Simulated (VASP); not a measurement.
# CsCl (Pm-3m) in VASP: further runs, part 2 of 2

VASP 6.6.1.

### 5 Single point, PBE

This run uses another cell than the first one, of 37.18 Å³/atom, 1.064 times its volume.

File INCAR:

```
SYSTEM = CsCl
  ALGO = Normal
  EDIFF = 1E-6
  ENCUT = 500
  GGA = PE
  GGA_COMPAT = .FALSE.
  ISIF = 2
  ISMEAR = 0
  LASPH = .TRUE.
  LCHARG = .TRUE.
  LELF = .TRUE.
  LREAL = .FALSE.
  LVHAR = .TRUE.
  LWAVE = .FALSE.
  NBANDS = 15
  NELM = 120
  PREC = Accurate
  SIGMA = 0.01
```

File KPOINTS:

```
k-points
0
G
  6 6 6
  0 0 0
```

File POSCAR:

```
CsCl
1.0
    4.2052448060      0.0000000000      0.0000000000
    0.0000000000      4.2052448060      0.0000000000
    0.0000000000      0.0000000000      4.2052448060
Cs Cl
1 1
Direct
    0.0000000000      0.0000000000      0.0000000000
    0.5000000000      0.5000000000      0.5000000000
```

Potentials or basis: VASP PAW PBE potentials, release 64 (Cs_sv, Cl).

The run is started by

```
> cat potpaw_PBE.64/Cs_sv/POTCAR potpaw_PBE.64/Cl/POTCAR > POTCAR
> mpirun -np 1 vasp_std > vasp.out
```

OUTCAR:

```text
SYSTEM = CsCl
   EDIFF = 1E-6
   ENCUT = 500
   GGA = PE
   ISIF = 2
   ISMEAR = 0
   LASPH = .TRUE.
   LREAL = .FALSE.
   NELM = 120
   PREC = Accurate

 ion  position               nearest neighbor table
   1  0.000  0.000  0.000-
   2  0.500  0.500  0.500-

  LATTYP: Found a simple cubic cell.
 ALAT       =     4.2052448060

  Lattice vectors:

 A1 = (   4.2052448060,   0.0000000000,   0.0000000000)
 A2 = (   0.0000000000,   4.2052448060,   0.0000000000)
 A3 = (   0.0000000000,   0.0000000000,   4.2052448060)

Analysis of symmetry for initial positions (statically):
=====================================================================
 Subroutine PRICEL returns:
 Original cell was already a primitive cell.

 Routine SETGRP: Setting up the symmetry group for a
 simple cubic supercell.

 Subroutine GETGRP returns: Found 48 space group operations
[... 9 lines left out ...]

 Routine SETGRP: Setting up the symmetry group for a
 simple cubic supercell.

 Subroutine GETGRP returns: Found 48 space group operations
[... 11 lines left out ...]
                                     Primitive cell

  volume of cell :      74.3659

  direct lattice vectors                    reciprocal lattice vectors
     4.205244806  0.000000000  0.000000000     0.237798284  0.000000000  0.000000000
     0.000000000  4.205244806  0.000000000     0.000000000  0.237798284  0.000000000
     0.000000000  0.000000000  4.205244806     0.000000000  0.000000000  0.237798284

  length of vectors
     4.205244806  4.205244806  4.205244806     0.237798284  0.237798284  0.237798284

  position of ions in fractional coordinates (direct lattice)
     0.000000000  0.000000000  0.000000000
     0.500000000  0.500000000  0.500000000

  ion indices of the primitive-cell ions
   primitive index   ion index
                 1           1
                 2           2

----------------------------------------------------------------------------------------

 KPOINTS: k-points

Automatic generation of k-mesh.
 Grid dimensions read from file:
 generate k-points for:    6    6    6

 Generating k-lattice:

  Cartesian coordinates                     Fractional coordinates (reciprocal lattice)
     0.039633047  0.000000000  0.000000000     0.166666667  0.000000000  0.000000000
     0.000000000  0.039633047  0.000000000     0.000000000  0.166666667  0.000000000
     0.000000000  0.000000000  0.039633047     0.000000000  0.000000000  0.166666667

  Length of vectors
     0.039633047  0.039633047  0.039633047

  Shift w.r.t. Gamma in fractional coordinates (k-lattice)
     0.000000000  0.000000000  0.000000000

 Subroutine IBZKPT returns following result:
 ===========================================

 Found     20 irreducible k-points:

 Following reciprocal coordinates:
            Coordinates               Weight
  0.000000  0.000000  0.000000      1.000000
  0.166667  0.000000  0.000000      6.000000
  0.333333  0.000000  0.000000      6.000000
  0.500000  0.000000  0.000000      3.000000
  0.166667  0.166667  0.000000     12.000000
  0.333333  0.166667  0.000000     24.000000
[... 12 lines left out ...]
  0.500000  0.500000  0.333333      6.000000
  0.500000  0.500000  0.500000      1.000000
   k-points           NKPTS =     20   k-points in BZ     NKDIM =     20   number of bands    NBANDS=     15
   number of dos      NEDOS =    301   number of ions     NIONS =      2
   total plane-waves  NPLWV =  32768
   dimension x,y,z NGX =    32 NGY =   32 NGZ =   32
   dimension x,y,z NGXF=    64 NGYF=   64 NGZF=   64
   ions per type =               1   1
   NGX,Y,Z   is equivalent  to a cutoff of  12.65, 12.65, 12.65 a.u.
   NGXF,Y,Z  is equivalent  to a cutoff of  25.30, 25.30, 25.30 a.u.
 SYSTEM =  CsCl
   PREC   = accura    normal or accurate (medium, high low for compatibility)
   ISTART =      0    job   : 0-new  1-cont  2-samecut
   ICHARG =      2    charge: 1-file 2-atom 10-const
   ISPIN  =      1    spin polarized calculation?
   LNONCOLLINEAR =      F non collinear calculations
   LSORBIT =      F    spin-orbit coupling
   LASPH  =      T    aspherical Exc in radial PAW
   ENCUT  =  500.0 eV  36.75 Ry    6.06 a.u.   7.67  7.67  7.67*2*pi/ulx,y,z
   NELM   =    120;   NELMIN=  2; NELMDL= -5     # of ELM steps
   EDIFF  = 0.1E-05   stopping-criterion for ELM
   LREAL  =      F    real-space projection
   EDIFFG = 0.1E-04   stopping-criterion for IOM
   NSW    =      0    number of steps for IOM
   IBRION =     -1    ionic relax: 0-MD 1-quasi-New 2-CG
   NFREE  =      0    steps in history (QN), initial steepest desc. (CG)
   ISIF   =      2    stress and relaxation
   ISYM   =      2    0-nonsym 1-usesym 2-fastsym
   POTIM  = 0.5000    time-step for ionic-motion
   TEBEG  =    0.0;   TEEND  =   0.0 temperature during run
   PSTRESS=    0.0 pullay stress
   NELECT =      16.0000    total number of electrons
   NUPDOWN=      -1.0000    fix difference up-down
   EMIN   =  10.00;   EMAX   =-10.00  energy-range for DOS
   EFERMI =   0.00;   METHOD = LEGACY
   ISMEAR =     0;   SIGMA  =   0.01  broadening in eV -4-tet -1-fermi 0-gaus
   EFERMI_NEDOS =   21; number of points for ismear=-14 and -15
   IALGO  =     38    algorithm
   IMIX   =      4    mixing-type and parameters
     AMIX     =   0.40;   BMIX     =  1.00
     AMIX_MAG =   1.60;   BMIX_MAG =  1.00
  volume/ion in A,a.u.               =      37.18       250.92
  Fermi-wavevector in a.u.,A,eV,Ry     =   0.980973  1.853769 13.092985  0.962307
  Thomas-Fermi vector in A             =   2.111944
   LORBIT       =      0    0 simple, 1 ext, 2 COOP (PROOUT), +10 PAW based schemes
   GGA     = PE    functional components
   LHFCALC =     F    Hartree Fock is set to
   AEXX    =    0.0000 exact exchange contribution
   IVDW    =     0    specifies the selected vdW correction
   LEPSILON=     F    determine dielectric tensor
   LRPA    =     F    only Hartree local field effects (RPA)
 non-spin polarized calculation
 Gauss-broadening in eV      SIGMA  =   0.01
  energy-cutoff  :      500.00
  volume of cell :       74.37
 maximum number of plane-waves:      1924
 NGX is ok and might be reduce to    32
   NGX = 15   NGY = 15   NGZ = 15

 number of electron      15.9999991 magnetization

 Free energy of the ion-electron system (eV)
  ---------------------------------------------------
  ext. energy  EPLUGINS =         0.00000000
  ---------------------------------------------------
  free energy    TOTEN  =        -6.54122338 eV

  energy without entropy =       -6.54122338  energy(sigma->0) =       -6.54122338

 E-fermi :  -0.5360     XC(G=0):  -7.9888

 val. band max:       -0.6135105783   @ k =   0.0000   0.0000   0.0000
 cond. band min:       4.3862658950   @ k =   0.0000   0.0000   0.0000
 fundamental gap:      4.9997764733
 Fermi energy:        -0.5359925754

 k-point     1 :       0.0000    0.0000    0.0000
  band No.  band energies     occupation
      1     -20.0831      2.00000
      2     -12.7147      2.00000
      3      -6.6083      2.00000
      4      -6.6083      2.00000
      5      -6.6083      2.00000
      6      -0.6135      2.00000
      7      -0.6135      2.00000
      8      -0.6135      2.00000
      9       4.3863      0.00000
     10       4.8243      0.00000
     11       4.8243      0.00000
     12       9.1958      0.00000
     13       9.1958      0.00000
     14       9.1958      0.00000
     15      12.3682      0.00000
[... 325 lines left out ...]
 k-point    20 :       0.5000    0.5000    0.5000
  band No.  band energies     occupation
      1     -19.9116      2.00000
      2     -12.5681      2.00000
      3      -7.0712      2.00000
      4      -7.0712      2.00000
      5      -7.0712      2.00000
      6      -1.5705      2.00000
      7      -1.5705      2.00000
      8      -1.5705      2.00000
      9       7.6247      0.00000
     10       7.6247      0.00000
     11       7.6247      0.00000
     12       9.5752      0.00000
     13       9.5752      0.00000
     14       9.5752      0.00000
     15      11.3936      0.00000

------------------------ aborting loop because EDIFF is reached ----------------------------------------

  FORCE on cell =-STRESS in cart. coord.  units (eV):
  Direction    XX          YY          ZZ          XY          YZ          ZX
  --------------------------------------------------------------------------------------
  -------------------------------------------------------------------------------------
  Total        0.0059969      0.0059969      0.0059969     -0.0000000      0.0000000      0.0000000
  in kB        0.1292008      0.1292008      0.1292008     -0.0000000      0.0000000      0.0000000
  external PRESSURE =       0.1292008 kB  Pullay stress =       0.0000000 kB

 VOLUME and BASIS-vectors are now :
 -----------------------------------------------------------------------------
  energy-cutoff  :      500.00
  volume of cell :       74.37
      direct lattice vectors                 reciprocal lattice vectors
     4.205244806  0.000000000  0.000000000     0.237798284  0.000000000  0.000000000
     0.000000000  4.205244806  0.000000000     0.000000000  0.237798284  0.000000000
     0.000000000  0.000000000  4.205244806     0.000000000  0.000000000  0.237798284

 POSITION                                       TOTAL-FORCE (eV/Angst)
 -----------------------------------------------------------------------------------
      0.00000      0.00000      0.00000         0.000000      0.000000      0.000000
      2.10262      2.10262      2.10262         0.000000      0.000000      0.000000
 -----------------------------------------------------------------------------------
    total drift:                                0.000000      0.000000     -0.000000

  FREE ENERGIE OF THE ION-ELECTRON SYSTEM (eV)
  ---------------------------------------------------
  free  energy   TOTEN  =        -6.5412233796 eV

  energy  without entropy=       -6.5412233796  energy(sigma->0) =       -6.54122338
```

stdout:

```text
POSCAR found type information on POSCAR CsCl
 POSCAR found :  2 types and       2 ions
 scaLAPACK will be used
 LDA part: xc-table for (Slater+PW92), standard interpolation
 POSCAR, INCAR and KPOINTS ok, starting setup
 FFT: planning ... GRIDC
 FFT: planning ... GRID_SOFT
 FFT: planning ... GRID
 WAVECAR not read
 entering main loop
```

Wall time 6.1 s (1 thread of Intel Xeon 6975P-C (Granite Rapids), shared host); peak memory 0.18 GiB.

Results:

| Property | Result |
| --- | --- |
| Free energy | -6.5412 eV |
| Pressure | 0.0 GPa |
| Band gap on the k mesh | 5.00 eV, direct |

Caveat: spin-orbit coupling is left out, which moves the levels of the heavy elements.

### 6 Summary

```csv
cell,gap on the mesh (eV),pressure (GPa)
"a = 4.119 Å, 2 atoms",5.27,1.1
"a = 4.141 Å, 2 atoms",5.20,0.8
"a = 4.163 Å, 2 atoms",5.13,0.5
"a = 4.205 Å, 2 atoms",5.00,0.0
```

Alike in all rows: task single point; level PBE; potentials or basis VASP PAW PBE potentials, release 64 (Cs_sv, Cl); no spin polarisation; k mesh 6 × 6 × 6; cutoff (eV) 500; smearing gaussian 0.01 eV.

Caveats: spin-orbit coupling is left out, which moves the levels of the heavy elements.

Absolute energies hang on the potentials; compare differences alone.
